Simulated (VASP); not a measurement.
**Lu3Si: single point with PBE**

Crystal: Lu3Si.

```xyz
4
Lattice="4.5715 0.0000 0.0000 0.0000 4.5715 0.0000 0.0000 0.0000 4.5715" Properties=species:S:1:pos:R:3 pbc="T T T"
Lu    0.0000    2.2857    2.2857
Lu    2.2857    0.0000    2.2857
Lu    2.2857    2.2857    0.0000
Si    0.0000    0.0000    0.0000
```

```json
{
  "Program": "VASP 6.6.1",
  "Task": "single point",
  "Functional": "PBE",
  "Potentials or basis": "VASP PAW PBE potentials, release 64 (Lu, Si)",
  "Cutoff": "520 eV",
  "k mesh": "5 × 5 × 5",
  "Occupations": "gaussian, width 0.1 eV",
  "Spin": "no spin polarisation",
  "Dipole correction": "no",
  "Further INCAR settings": "ALGO = Normal; EDIFF = 1e-06; NBANDS = 48"
}
```

* Pressure: -1.6 GPa

Levels at points of the mesh, in eV from the Fermi level:
| k point | band 38 | band 39 | band 40 | band 41 | band 42 | band 43 |
| --- | --- | --- | --- | --- | --- | --- |
| (0.00, 0.00, 0.00) | -0.65 | -0.65 | -0.65 | -0.57 | -0.57 | -0.57 |

Run time: 20 s on 1 thread of Intel(R) Xeon(R) 6975P-C (Granite Rapids) (shared host), peak memory 0.22 GiB.

Caveat: spin-orbit coupling is left out, which moves the levels of the heavy elements.
